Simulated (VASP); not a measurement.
## BN: single point with r2SCAN

The system is BN.

```
B N
1.0
     0.00000    1.81235    1.81235
     1.81235    0.00000    1.81235
     1.81235    1.81235    0.00000
B N
1 1
Direct
  0.00000 0.00000 0.00000
  0.75000 0.75000 0.75000
```

| Property | Result |
| --- | --- |
| Program | VASP 6.6.1 |
| Task | single point |
| Functional | r2SCAN |
| Potentials or basis | VASP PAW PBE potentials, release 64 (B, N) |
| Cutoff | 520 eV |
| k mesh | 12 × 12 × 12 |
| Occupations | gaussian, width 0.02 eV |
| Spin | no spin polarisation |
| Dipole correction | no |
| Further INCAR settings | ALGO = Normal; EDIFF = 1e-06; NBANDS = 11 |

```
Pressure               : -3.7 GPa
Band gap on the k mesh : 4.97 eV, indirect (least direct gap 9.49 eV)
```

Levels at points of the mesh, in eV from the valence-band top:
```
           k point  band 1  band 2  band 3  band 4  band 5  band 6  band 7  band 8
(0.00, 0.00, 0.00)  -21.20    0.00    0.00    0.00    9.49    9.49    9.49   10.92
(0.50, 0.00, 0.00)  -16.94  -11.01   -2.00   -2.00   10.68   11.42   11.42   16.31
(0.50, 0.50, 0.00)  -15.53   -9.27   -5.06   -5.06    4.97    9.77   19.13   19.13
```

Run time: 29 s on 1 thread of Intel(R) Xeon(R) 6975P-C (Granite Rapids), with other jobs on the host, peak memory 0.12 GiB.

Caveat: the PAW data sets were made with another functional, which shifts forces and pressure a little. r2SCAN opens gaps a little over a GGA but as a rule still falls short of measured ones.
